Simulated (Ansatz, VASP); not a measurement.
**PbSe in VASP and in Ansatz**

INCAR

```
PREC     = Accurate       # precision mode
ENCUT    = 520            # plane-wave cutoff, eV
EDIFF    = 1E-6           # SCF threshold, eV
ISMEAR   = 0              # smearing method
SIGMA    = 0.03           # smearing width, eV
LREAL    = False          # projectors in reciprocal space
LASPH    = True           # aspherical terms in the spheres
NELM     = 100            # most SCF steps
ALGO     = Normal         # electronic algorithm
ISIF     = 2              # what is computed and relaxed
LWAVE    = False          # write WAVECAR
LCHARG   = True           # write CHGCAR
GGA      = PE             # functional
IVDW     = 12             # dispersion correction
LELF     = True           # ELF
LVHAR    = True         
NBANDS   = 17             # bands
```

The input KPOINTS:

```
Automatic mesh
0
Gamma
  10 10 10
```

POSCAR

```
PbSe
1.0
    0.0000000000      3.0562133476      3.3114071621
    3.0562133476      0.0000000000      3.3114071621
    3.0562133476      3.0562133476      0.0000000000
Pb Se
1 1
Direct
    0.0000000000      0.0000000000      0.0000000000
    0.5000000000      0.5000000000      0.5000000000
```

Input for Ansatz:

```yaml
crystal:
  lattice:
    - [0.0, 3.0562133476, 3.3114071621]
    - [3.0562133476, 0.0, 3.3114071621]
    - [3.0562133476, 3.0562133476, 0.0]
  atoms:
    - { symbol: Pb, position: [0.0, 0.0, 0.0] }
    - { symbol: Se, position: [0.5, 0.5, 0.5] }
basis:
  ecutwfc: 420
kpoints:
  mp_grid: { grid: [10, 10, 10] }
hamiltonian:
  xc: pbe
  dispersion: d3bj
scf:
  occupations: { method: gaussian, width: 0.03 }
output:
  forces: true
  stress: true
  eigenvalues: true
```

Alike in both runs: task single point; functional PBE; dispersion D3(BJ); k mesh 10 × 10 × 10; occupations gaussian, width 0.03 eV; no spin polarisation.

|  | VASP | Ansatz |
| --- | --- | --- |
| version | VASP 6.6.1 | Ansatz 0.2.0 |
| potentials or method | VASP PAW PBE potentials, release 64 (Pb_d, Se), cutoff 520 eV | scalar-relativistic, plane waves, PAW |
| valence electrons in the cell | 20 | 30 |

Ansatz gave:

* gap on the k mesh at the Fermi level (eV): 0.38
* least direct gap on the mesh (eV): 0.38
* pressure (GPa): -2.1
* traceless stress, the component that is largest in VASP (GPa): -4.09

Task: Estimate VASP's values.

Result: gap on the k mesh at the Fermi level (eV): 0.39; least direct gap on the mesh (eV): 0.39; pressure (GPa): -2.1; traceless stress, the component that is largest in VASP (GPa): -4.11.

VASP's potentials hold 20 valence electrons a cell and Ansatz's 30, so a difference there can come from the potentials and not from the codes.

Spin-orbit coupling is off throughout.
